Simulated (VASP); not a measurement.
# Pt (Fm-3m) in VASP: single point with PBE

Aim: the single point of Pt with PBE.

Program: VASP 6.6.1. These are calculated values, not measurements. Logs are shortened: lines on timing, memory, paths and dates and some standing lists are left out, and cuts for length are marked.

## 1. The cell of the first run

The structure is cubic, space group Fm-3m (No. 225). Conventional cell: a = 3.965 Å, b = 3.965 Å, c = 3.965 Å, α = 90.00°, β = 90.00°, γ = 90.00°. Pt (site symmetry m-3m) has 12 Pt at 2.80 Å within 3.7 Å.

## 2. Single point, PBE, non-collinear spin, zero start, spin-orbit coupling

Input file INCAR:

```
SYSTEM = Pt
ALGO = Normal
EDIFF = 1E-7
ENCUT = 520
GGA = PE
GGA_COMPAT = .FALSE.
ISIF = 2
ISMEAR = -1
LASPH = .TRUE.
LCHARG = .FALSE.
LMAXMIX = 4
LORBIT = 11
LORBMOM = .TRUE.
LREAL = .FALSE.
LSORBIT = .TRUE.
LWAVE = .FALSE.
MAGMOM = 0 0 0
NBANDS = 21
NELM = 150
PREC = Accurate
SIGMA = 0.1
```

Input file KPOINTS:

```
k-points
0
G
  14 14 14
  0 0 0
```

Input file POSCAR:

```
Pt
1.0
    0.0000000000      1.9826310000      1.9826310000
    1.9826310000      0.0000000000      1.9826310000
    1.9826310000      1.9826310000      0.0000000000
Pt
1
Direct
    0.0000000000      0.0000000000      0.0000000000
```

Potentials or basis: VASP PAW PBE potentials, release 64 (Pt).

The run is started by

```bash
$ cat potpaw_PBE.64/Pt/POTCAR > POTCAR
$ mpirun -np 1 vasp_ncl > vasp.out
```

OUTCAR:

```text
SYSTEM = Pt
   EDIFF = 1E-7
   ENCUT = 520
   GGA = PE
   ISIF = 2
   ISMEAR = -1
   LASPH = .TRUE.
   LORBIT = 11
   LREAL = .FALSE.
   LSORBIT = .TRUE.
   NELM = 150
   PREC = Accurate

 ion  position               nearest neighbor table
   1  0.000  0.000  0.000-

  LATTYP: Found a face centered cubic cell.
 ALAT       =     3.9652620000

  Lattice vectors:

 A1 = (   0.0000000000,   1.9826310000,   1.9826310000)
 A2 = (   1.9826310000,   0.0000000000,   1.9826310000)
 A3 = (   1.9826310000,   1.9826310000,   0.0000000000)

Analysis of symmetry for initial positions (statically):
=====================================================================
 Subroutine PRICEL returns:
 Original cell was already a primitive cell.

 Routine SETGRP: Setting up the symmetry group for a
 face centered cubic supercell.

 Subroutine GETGRP returns: Found 48 space group operations
 (whereof 48 operations were pure point group operations)
 out of a pool of 48 trial point group operations.

The static configuration has the point symmetry O_h .

Analysis of symmetry for dynamics (positions and initial velocities):
=====================================================================
 Subroutine PRICEL returns:
 Original cell was already a primitive cell.

 Routine SETGRP: Setting up the symmetry group for a
 face centered cubic supercell.

 Subroutine GETGRP returns: Found 48 space group operations
 (whereof 48 operations were pure point group operations)
 out of a pool of 48 trial point group operations.

The dynamic configuration has the point symmetry O_h .

Analysis of structural, dynamic, and magnetic symmetry:
=====================================================================
 Subroutine PRICEL returns:
 Original cell was already a primitive cell.

 Routine SETGRP: Setting up the symmetry group for a
 face centered cubic supercell.

 Subroutine GETGRP returns: Found 48 space group operations
 (whereof 48 operations were pure point group operations)
 out of a pool of 48 trial point group operations.

The overall configuration has the point symmetry O_h .

 Subroutine INISYM returns: Found 48 space group operations
 (whereof 48 operations are pure point group operations),
 and found     1 'primitive' translations

[... 146 lines left out ...]
 cond. band min:      10.7290910821   @ k =   0.5000   0.1429   0.0000
 fundamental gap:      0.0470102708
 Fermi energy:        10.6998116295

 k-point     1 :       0.0000    0.0000    0.0000
  band No.  band energies     occupation
      1       0.7934      1.00000
      2       0.7934      1.00000
      3       6.5852      1.00000
      4       6.5852      1.00000
      5       6.5852      1.00000
      6       6.5852      1.00000
[... 565 lines left out ...]
     20      30.7641      0.00000
     21      34.4391      0.00000

 [... further k-points ...]

------------------------ aborting loop because EDIFF is reached ----------------------------------------

  FORCE on cell =-STRESS in cart. coord.  units (eV):
  Direction    XX          YY          ZZ          XY          YZ          ZX
  --------------------------------------------------------------------------------------
  -------------------------------------------------------------------------------------
  Total        0.1399958      0.1399958      0.1399958      0.0000000      0.0000000      0.0000000
  in kB       14.3903037     14.3903037     14.3903037      0.0000000      0.0000000      0.0000000
  external PRESSURE =      14.3903037 kB  Pullay stress =       0.0000000 kB

 VOLUME and BASIS-vectors are now :
 -----------------------------------------------------------------------------
  energy-cutoff  :      520.00
  volume of cell :       15.59
      direct lattice vectors                 reciprocal lattice vectors
     0.000000000  1.982631000  1.982631000    -0.252190145  0.252190145  0.252190145
     1.982631000  0.000000000  1.982631000     0.252190145 -0.252190145  0.252190145
     1.982631000  1.982631000  0.000000000     0.252190145  0.252190145 -0.252190145

 POSITION                                       TOTAL-FORCE (eV/Angst)
 -----------------------------------------------------------------------------------
      0.00000      0.00000      0.00000        -0.000000     -0.000000     -0.000000
 -----------------------------------------------------------------------------------
    total drift:                               -0.000000      0.000000     -0.000000

  FREE ENERGIE OF THE ION-ELECTRON SYSTEM (eV)
  ---------------------------------------------------
  free  energy   TOTEN  =        -6.5206125561 eV

  energy  without entropy=       -6.4668367749  energy(sigma->0) =       -6.49372467

 orbital moment (x)

 # of ion     p       d       tot
 ----------------------------------------
  1        -0.000   0.000   0.000
 ----------------------------------------
           -0.000   0.000   0.000

 orbital moment (y)

 # of ion     p       d       tot
 ----------------------------------------
  1        -0.000   0.000   0.000
 ----------------------------------------
           -0.000   0.000   0.000

 orbital moment (z)

 # of ion     p       d       tot
 ----------------------------------------
  1         0.000   0.000   0.000
 ----------------------------------------
            0.000   0.000   0.000

 Spin-Orbit-Coupling matrix elements

 Ion:    1  E_soc:     -0.7730869
 l=   1
     0.0000000    -0.0317648    -0.0317648
    -0.0317648     0.0000000    -0.0317648
    -0.0317648    -0.0317648     0.0000000
 l=   2
     0.0000000    -0.0173595     0.0000000    -0.0173595    -0.0797236
    -0.0173595     0.0000000    -0.0597927    -0.0173595    -0.0199309
     0.0000000    -0.0597927     0.0000000    -0.0597927     0.0000000
    -0.0173595    -0.0173595    -0.0597927     0.0000000    -0.0199309
    -0.0797236    -0.0199309     0.0000000    -0.0199309     0.0000000
 l=   3
     0.0000000     0.0000000     0.0000000     0.0000000     0.0000000     0.0000000     0.0000000
     0.0000000     0.0000000     0.0000000     0.0000000     0.0000000     0.0000000     0.0000000
     0.0000000     0.0000000     0.0000000     0.0000000     0.0000000     0.0000000     0.0000000
     0.0000000     0.0000000     0.0000000     0.0000000     0.0000000     0.0000000     0.0000000
     0.0000000     0.0000000     0.0000000     0.0000000     0.0000000     0.0000000     0.0000000
     0.0000000     0.0000000     0.0000000     0.0000000     0.0000000     0.0000000     0.0000000
     0.0000000     0.0000000     0.0000000     0.0000000     0.0000000     0.0000000     0.0000000

 total charge

# of ion       s       p       d       tot
------------------------------------------
    1        0.625   0.590   8.000   9.215

 magnetization (x)

# of ion       s       p       d       tot
------------------------------------------
    1        0.000   0.000   0.000   0.000

 magnetization (y)

# of ion       s       p       d       tot
------------------------------------------
    1        0.000  -0.000   0.000  -0.000

 magnetization (z)

# of ion       s       p       d       tot
------------------------------------------
    1        0.000   0.000  -0.000   0.000
```

OSZICAR:

```text
N       E                     dE             d eps       ncg     rms          rms(c)
DAV:   1     0.525633230418E+02    0.52563E+02   -0.49357E+03  4400   0.902E+02
DAV:   2    -0.566934075396E+01   -0.58233E+02   -0.54532E+02  4983   0.218E+02
DAV:   3    -0.689400157734E+01   -0.12247E+01   -0.12110E+01  5076   0.304E+01
DAV:   4    -0.690100376311E+01   -0.70022E-02   -0.70015E-02  5062   0.253E+00
DAV:   5    -0.690108165646E+01   -0.77893E-04   -0.77893E-04  5109   0.271E-01    0.133E+01
DAV:   6    -0.656168192508E+01    0.33940E+00   -0.40826E-01  4808   0.746E+00    0.731E+00
DAV:   7    -0.652409047946E+01    0.37591E-01   -0.69556E-02  5051   0.309E+00    0.294E+00
DAV:   8    -0.652083905528E+01    0.32514E-02   -0.29753E-03  5029   0.492E-01    0.122E+00
DAV:   9    -0.652062333219E+01    0.21572E-03   -0.45421E-04  5182   0.209E-01    0.169E-01
DAV:  10    -0.652060836433E+01    0.14968E-04   -0.17485E-05  4976   0.435E-02    0.170E-02
DAV:  11    -0.652061219332E+01   -0.38290E-05   -0.94140E-07  5062   0.921E-03    0.104E-02
DAV:  12    -0.652061260480E+01   -0.41148E-06   -0.74407E-08  4873   0.250E-03    0.159E-03
DAV:  13    -0.652061255611E+01    0.48688E-07   -0.31625E-09  2574   0.510E-04
   1 F= -.65206126E+01 E0= -.64937247E+01  d E =-.537758E-01  mag=     0.0000     0.0000     0.0000
```

Run time: 2 min. Hardware: 1 thread of Intel Xeon 8259CL, shared host; peak memory 0.23 GiB.

What came out:

```
Free energy                                           : -6.5206 eV
Pressure                                              : 1.4 GPa
Net moment                                            : 0.00 μB per cell
Valence electrons inside the program's atomic spheres : Pt 9.21
```

Moments on the atoms (μB; x, y, z):
```
Pt  0.00 0.00 0.00
```
